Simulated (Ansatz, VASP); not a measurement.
**Co3Si5Ru2: VASP beside Ansatz**

Contents of INCAR:

```
SYSTEM = Co3Si5Ru2
PREC = Accurate
ENCUT = 520
EDIFF = 1E-6
ISMEAR = 0
SIGMA = 0.1
LREAL = .False.
LASPH = .True.
NELM = 80
ALGO = Normal
ISIF = 2
LWAVE = .False.
LCHARG = .True.
GGA = PE
LELF = .True.
LVHAR = .True.
NBANDS = 48
```

The input KPOINTS:

```
regular mesh
0
Gamma
  14 14 4
  0 0 0
```

Contents of POSCAR:

```
Co3Si5Ru2
1.0
    2.8953788836      0.0000000000      0.0000000000
    0.0000000000      2.8953788836      0.0000000000
    0.0000000000      0.0000000000     13.7753442455
Co Si Ru
3 5 2
Direct
    0.0000000000      0.0000000000      0.8101248687
    0.0000000000      0.0000000000      0.0000000000
    0.0000000000      0.0000000000      0.1898751313
    0.5000000000      0.5000000000      0.7152209091
    0.5000000000      0.5000000000      0.9051008946
    0.5000000000      0.5000000000      0.0948991054
    0.5000000000      0.5000000000      0.2847790909
    0.5000000000      0.5000000000      0.5000000000
    0.0000000000      0.0000000000      0.6076652214
    0.0000000000      0.0000000000      0.3923347786
```

Input for Ansatz:

```yaml
crystal:
  lattice:
    - [2.8953788836, 0.0, 0.0]
    - [0.0, 2.8953788836, 0.0]
    - [0.0, 0.0, 13.7753442455]
  atoms:
    - { symbol: Co, position: [0.0, 0.0, 0.8101248687] }
    - { symbol: Co, position: [0.0, 0.0, 0.0] }
    - { symbol: Co, position: [0.0, 0.0, 0.1898751313] }
    - { symbol: Si, position: [0.5, 0.5, 0.7152209091] }
    - { symbol: Si, position: [0.5, 0.5, 0.9051008946] }
    - { symbol: Si, position: [0.5, 0.5, 0.0948991054] }
    - { symbol: Si, position: [0.5, 0.5, 0.2847790909] }
    - { symbol: Si, position: [0.5, 0.5, 0.5] }
    - { symbol: Ru, position: [0.0, 0.0, 0.6076652214] }
    - { symbol: Ru, position: [0.0, 0.0, 0.3923347786] }
basis:
  ecutwfc: 420
kpoints:
  mp_grid: { grid: [14, 14, 4] }
  band_path:
    path:
      - [[0.0, 0.0, 0.0], [0.0, 0.5, 0.0], [0.5, 0.5, 0.0], [0.0, 0.0, 0.0], [0.0, 0.0, 0.5], [0.0, 0.5, 0.5], [0.5, 0.5, 0.5], [0.0, 0.0, 0.5]]
      - [[0.0, 0.5, 0.0], [0.0, 0.5, 0.5]]
      - [[0.5, 0.5, 0.0], [0.5, 0.5, 0.5]]
    npoints: 14
hamiltonian:
  xc: pbe
scf:
  occupations: { method: gaussian, width: 0.1 }
  n_extra_bands: 25
output:
  forces: true
  stress: true
  eigenvalues: true
  populations: true
  dos: { projected: true, de: 0.02, nscf_kmesh: { grid: [17, 17, 5] } }
  bader: true
  write_density: true
  write_potential: true
  elf: true
  volumetric_format: npy
checkpoint:
  read: start.run
  write: ck
  compress: false
  write_wavefunctions: false
  write_every: 100000
```

Alike in both runs: task single point; functional PBE; k mesh 14 × 14 × 4; occupations gaussian, width 0.1 eV; no spin polarisation.

|  | VASP | Ansatz |
| --- | --- | --- |
| version | VASP 6.6.1 | Ansatz 0.2.0 |
| potentials or method | VASP PAW PBE potentials, release 64 (Co, Si, Ru_pv), cutoff 520 eV | scalar-relativistic, plane waves, PAW |
| valence electrons in the cell | 75 | 103 |

```tsv
	VASP	Ansatz	Ansatz less VASP
gap on the k mesh at the Fermi level (eV)	none	none	-
pressure (GPa)	0.0	0.0	-0.02
```

A gap of «none» marks a metal or a gap that the smearing closes. VASP's potentials hold 75 valence electrons a cell and Ansatz's 103, so a difference there can come from the potentials and not from the codes.
